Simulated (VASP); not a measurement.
# Hf4HS8 (a cell with a defect) in VASP: notebook, part 2 of 3

VASP 6.6.1. The steps go on from the part before.

### Step 3. Single point, PBE+D3(BJ)

File INCAR:

```
SYSTEM = Hf4HS8
ALGO = Normal ; EDIFF = 1E-7
ENCUT = 520 ; GGA = PE
ISIF = 2 ; ISMEAR = 0
IVDW = 12 ; LASPH = .True.
LCHARG = .False. ; LREAL = .False.
LWAVE = .False. ; NBANDS = 56
NELECT = 90.0 ; NELM = 80
PREC = Accurate ; SIGMA = 0.02
```

File KPOINTS:

```
k-points
0
Gamma
  3 3 3
  0 0 0
```

File POSCAR:

```
Hf4HS8
1.0
    3.6058628313      0.0000000000     -5.7703876582
    3.6058628313      0.0000000000      5.7703876582
   -3.6058628313     -6.2455376290      0.0000000000
Hf S H
4 8 1
Direct
    0.5006964881      0.5003372402      0.0015303727
    1.0082773784      0.0027484012      0.0115221466
    0.4893758446      0.4877092322      0.4944674395
    1.0063302902      0.0045031440      0.4944621558
    0.7927810014      0.5421527792      0.3354897728
    0.3014440642      0.0325309353      0.3343987538
    0.7929463332      0.5398042418      0.8328166939
    0.2925567317      0.0393638638      0.8328423122
    0.7066334233      0.9615986158      0.1662769583
    0.2041864390      0.4591930498      0.1662335673
    0.7122073148      0.9565059795      0.6690917977
    0.2053735252      0.4611613661      0.6670562644
    0.5991213623      0.0806712724      0.6794640033
```

Potentials or basis: VASP PAW PBE potentials, release 64 (Hf_pv, S, H).

Run with:

```sh
cat potpaw_PBE.64/Hf_pv/POTCAR potpaw_PBE.64/S/POTCAR potpaw_PBE.64/H/POTCAR > POTCAR
mpirun -np 1 vasp_std > vasp.out
```

OUTCAR:

```text
SYSTEM = Hf4HS8
   EDIFF = 1E-7
   ENCUT = 520
   GGA = PE
   ISIF = 2
   ISMEAR = 0
   IVDW = 12
   LASPH = .True.
   LREAL = .False.
   NELECT = 90.0
   NELM = 80
   PREC = Accurate
 IVDW          = 12

 ion  position               nearest neighbor table
   1  0.501  0.500  0.002-   5 2.54   7 2.55   8 2.55  10 2.55   9 2.55  12 2.56   4 3.60   3 3.60
                             2 3.61   2 3.61   3 3.61   4 3.61
   2  0.008  0.003  0.012-   6 2.53   9 2.53  10 2.53   7 2.56   8 2.56  11 2.58   4 3.48   3 3.48
                             1 3.61   1 3.61   4 3.73   3 3.73
   3  0.489  0.488  0.494-  10 2.53  12 2.53   6 2.53   5 2.55   7 2.56  11 2.58   2 3.48   4 3.48
                             1 3.60   1 3.61   4 3.73   2 3.73
   4  0.006  0.005  0.494-   9 2.53  12 2.53   6 2.53   5 2.55   8 2.56  11 2.58   2 3.48   3 3.48
                             1 3.60   1 3.61   3 3.73   2 3.73
   5  0.793  0.542  0.335-   1 2.54   4 2.55   3 2.55
   6  0.301  0.033  0.334-   2 2.53   4 2.53   3 2.53
   7  0.793  0.540  0.833-   1 2.55   2 2.56   3 2.56
   8  0.293  0.039  0.833-   1 2.55   2 2.56   4 2.56
   9  0.707  0.962  0.166-   4 2.53   2 2.53   1 2.55
  10  0.204  0.459  0.166-   3 2.53   2 2.53   1 2.55
  11  0.712  0.957  0.669-  13 1.37   2 2.58   4 2.58   3 2.58
  12  0.205  0.461  0.667-   3 2.53   4 2.53   1 2.56
  13  0.599  0.081  0.679-  11 1.37

  LATTYP: Found a face centered orthorhombic cell.
 ALAT       =     7.2117256626
 B/A-ratio  =     1.6002793029
 C/A-ratio  =     1.7320508076

  Lattice vectors:

 A1 = (   0.0000000000,  -6.2455376290,   5.7703876582)
 A2 = (   3.6058628313,  -6.2455376290,   0.0000000000)
 A3 = (   3.6058628313,   0.0000000000,   5.7703876582)

Analysis of symmetry for initial positions (statically):
=====================================================================
 Subroutine PRICEL returns:
 Original cell was already a primitive cell.

 Routine SETGRP: Setting up the symmetry group for a
 face centered orthorhombic supercell.

 Subroutine GETGRP returns: Found  1 space group operations
[... 163 lines left out ...]
 maximum number of plane-waves:      7055
 NGX is ok and might be reduce to    50
   NGX = 25   NGY = 25   NGZ = 27

 number of electron      90.0000003 magnetization

 Free energy of the ion-electron system (eV)
  ---------------------------------------------------
  ext. energy  EPLUGINS =         0.00000000
  ---------------------------------------------------
  free energy    TOTEN  =       -88.96351296 eV

  energy without entropy =      -88.96351296  energy(sigma->0) =      -88.96351296

 E-fermi :   5.0992     XC(G=0):  -9.9829

 val. band max:        4.9237169639   @ k =  -0.3333   0.3333  -0.3333
 cond. band min:       5.4025230372   @ k =   0.0000   0.0000   0.3333
 fundamental gap:      0.4788060733
 Fermi energy:         5.0991784009

 k-point     1 :       0.0000    0.0000    0.0000
  band No.  band energies     occupation
      1     -26.7936      2.00000
      2     -26.7895      2.00000
      3     -26.7863      2.00000
      4     -26.6378      2.00000
      5     -26.6346      2.00000
      6     -26.6330      2.00000
[... 815 lines left out ...]
     55       7.8479      0.00000
     56       7.9252      0.00000

------------------------ aborting loop because EDIFF is reached ----------------------------------------

 Edisp (eV)   -4.22191

 E8    (eV) :    -1.8053

  FORCE on cell =-STRESS in cart. coord.  units (eV):
  Direction    XX          YY          ZZ          XY          YZ          ZX
  --------------------------------------------------------------------------------------
  -------------------------------------------------------------------------------------
  Total       5.14046     5.18283     9.84782     0.00334     0.15014    -0.01125
  in kB      31.68826    31.94945    60.70673     0.02060     0.92555    -0.06936
  external pressure =       41.45 kB  Pullay stress =        0.00 kB

 VOLUME and BASIS-vectors are now :
 -----------------------------------------------------------------------------
  energy-cutoff  :      520.00
  volume of cell :      259.90
      direct lattice vectors                 reciprocal lattice vectors
     3.605862831  0.000000000 -5.770387658     0.138663067 -0.080057159 -0.086649291
     3.605862831  0.000000000  5.770387658     0.138663067 -0.080057159  0.086649291
    -3.605862831 -6.245537629  0.000000000     0.000000000 -0.160114318  0.000000000

 POSITION                                       TOTAL-FORCE (eV/Angst)
 -----------------------------------------------------------------------------------
      3.60407     -0.00956     -0.00207         0.000071     -0.003421      0.004729
     -0.00179     -0.07196     -0.03190         0.001753     -0.019077     -0.006849
      1.74025     -3.08821     -0.00962        -0.007953      0.010952     -0.014725
     -1.74390     -3.08818     -0.01054         0.008706      0.009297     -0.013371
      3.60386     -2.09531     -1.44622         0.000613     -0.000163      0.060751
     -0.00153     -2.08850     -1.55173         0.000162      0.001172      0.067134
      1.80269     -5.20139     -1.46073         0.000768     -0.000669      0.060590
     -1.80625     -5.20155     -1.46102        -0.000070     -0.001232      0.060898
      5.41584     -1.03849      1.47125        -0.000404      0.000775     -0.060958
      1.79264     -1.03822      1.47149        -0.001840      0.000405     -0.060633
      3.60450     -4.17884      1.40970        -0.000110      0.001947      0.023579
     -0.00188     -4.16612      1.47600        -0.000845     -0.003376     -0.060255
      0.00118     -4.24362     -2.99166        -0.000849      0.003390     -0.060892
 -----------------------------------------------------------------------------------
    total drift:                                0.000013      0.000321     -0.000117

  FREE ENERGIE OF THE ION-ELECTRON SYSTEM (eV)
  ---------------------------------------------------
  free  energy   TOTEN  =       -93.1854272012 eV

  energy  without entropy=      -93.1854272012  energy(sigma->0) =      -93.18542720
```

stdout:

```text
POSCAR found type information on POSCAR HfS H
 POSCAR found :  3 types and      13 ions
 scaLAPACK will be used
 LDA part: xc-table for (Slater+PW92), standard interpolation
 POSCAR, INCAR and KPOINTS ok, starting setup
 FFT: planning ... GRIDC
 FFT: planning ... GRID_SOFT
 FFT: planning ... GRID
 WAVECAR not read
 entering main loop
 the old and the new charge density differ
 old charge density:    89.00000 new   90.00000
    0.978E+01
```

Run time: 5.4 min. Hardware: 1 thread of Intel Xeon Platinum 8488C (Sapphire Rapids), shared host; peak memory 0.47 GiB.

What came out:

| Quantity | Value |
| --- | --- |
| Free energy | -93.1854 eV |
| Largest force | 0.067 eV/Å |
| Dispersion energy per atom | -0.325 eV |

Forces on the atoms (eV/Å):
```
Hf   0.000 -0.003  0.005
Hf   0.002 -0.019 -0.007
Hf  -0.008  0.011 -0.015
Hf   0.009  0.009 -0.013
S    0.001  0.000  0.061
S    0.000  0.001  0.067
S    0.001 -0.001  0.061
S    0.000 -0.001  0.061
S    0.000  0.001 -0.061
S   -0.002  0.000 -0.061
S    0.000  0.002  0.024
S   -0.001 -0.003 -0.060
H   -0.001  0.003 -0.061
```

Caveat: the k points lie up to 0.38 Å⁻¹ apart, too coarse for converged energies and pressures of a metal; the cell carries a net charge on a neutralising background, which shifts energy and pressure; the cell is charged against a uniform background, so pressure and absolute levels hang on convention; spin-orbit coupling is left out, which moves the levels of the heavy elements.

(Continued in part 3 of 3.)
